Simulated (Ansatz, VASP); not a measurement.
Cu in VASP and in Ansatz

```
CELL_PARAMETERS angstrom
-1.47326 1.47326 1.38198
1.47326 -1.47326 1.38198
1.47326 1.47326 -1.38198
ATOMIC_POSITIONS crystal
Cu 0.00000 0.00000 0.00000
```

Alike in both runs: task single point; functional PBE; k mesh 24 × 24 × 24; occupations gaussian, width 0.15 eV; no spin polarisation.

|  | VASP | Ansatz |
| --- | --- | --- |
| version | VASP 6.6.1 | Ansatz 0.2.0 |
| potentials or method | VASP PAW PBE potentials, release 64 (Cu), cutoff 520 eV | scalar-relativistic, plane waves, PAW |
| valence electrons in the cell | 11 | 19 |

Ansatz gave:

- gap on the k mesh at the Fermi level (eV): none
- pressure (GPa): 0.0

Q: What did VASP give for the same quantities?

A: gap on the k mesh at the Fermi level (eV): none; pressure (GPa): 0.9.

A gap of «none» marks a metal or a gap that the smearing closes. VASP's potentials hold 11 valence electrons a cell and Ansatz's 19, so a difference there can come from the potentials and not from the codes.
